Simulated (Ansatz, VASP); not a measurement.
# Two plane-wave programs on LaHfO

File INCAR:

```
SYSTEM = LaHfO
ALGO = Normal ; EDIFF = 1E-6
ENCUT = 520 ; GGA = PE
ISIF = 2 ; ISMEAR = 0
LASPH = .TRUE. ; LCHARG = .TRUE.
LELF = .TRUE. ; LREAL = .FALSE.
LVHAR = .TRUE. ; LWAVE = .FALSE.
NBANDS = 36 ; NELM = 100
PREC = Accurate ; SIGMA = 0.1
```

File KPOINTS:

```
k-points
0
G
  4 4 4
  0 0 0
```

Contents of POSCAR:

```
LaHfO
1.0
    3.8420039800      0.0000000000      0.0000000000
    0.0000000000      3.8420039800      0.0000000000
    0.0000000000      0.0000000000      6.5461997300
La Hf O
2 2 2
Direct
    0.0000000000      0.5000000000      0.8287804100
    0.5000000000      0.0000000000      0.1712195900
    0.5000000000      0.0000000000      0.6287301800
    0.0000000000      0.5000000000      0.3712698200
    0.0000000000      0.0000000000      0.0000000000
    0.5000000000      0.5000000000      0.0000000000
```

Input for Ansatz:

```yaml
crystal:
  lattice:
    - [3.84200398, 0.0, 0.0]
    - [0.0, 3.84200398, 0.0]
    - [0.0, 0.0, 6.54619973]
  atoms:
    - { symbol: La, position: [0.0, 0.5, 0.82878041] }
    - { symbol: La, position: [0.5, 0.0, 0.17121959] }
    - { symbol: Hf, position: [0.5, 0.0, 0.62873018] }
    - { symbol: Hf, position: [0.0, 0.5, 0.37126982] }
    - { symbol: O, position: [0.0, 0.0, 0.0] }
    - { symbol: O, position: [0.5, 0.5, 0.0] }
basis:
  ecutwfc: 420
kpoints:
  mp_grid: { grid: [4, 4, 4] }
hamiltonian:
  xc: pbe
scf:
  occupations: { method: gaussian, width: 0.1 }
  lower_state_search: "off"
output:
  forces: true
  stress: true
  eigenvalues: true
```

Change from the starting cell: species swapped into the GdClO type (P4/nmm, No. 129).

Alike in both runs: task single point; functional PBE; k mesh 4 × 4 × 4; occupations gaussian, width 0.1 eV; no spin polarisation.

```csv
,VASP,Ansatz
version,VASP 6.6.1,Ansatz 0.2.0
potentials or method,"VASP PAW PBE potentials, release 64 (La, Hf_pv, O), cutoff 520 eV","scalar-relativistic, plane waves, PAW"
valence electrons in the cell,54,86
```

|  | VASP | Ansatz | Ansatz less VASP |
| --- | --- | --- | --- |
| gap on the k mesh at the Fermi level (eV) | none | none | - |
| rms of the force components (eV/Å) | 1.067 | 1.070 | +0.0023 |

Atom by atom the forces differ by 0.003 eV/Å (rms over components). A gap of «none» marks a metal or a gap that the smearing closes. The functional is the same, so the differences come from potentials, cutoffs and numerics. VASP's potentials hold 54 valence electrons a cell and Ansatz's 86, so a difference there can come from the potentials and not from the codes.

The k mesh is coarse, so the values compare programs but aren't converged. Spin-orbit coupling is off throughout.
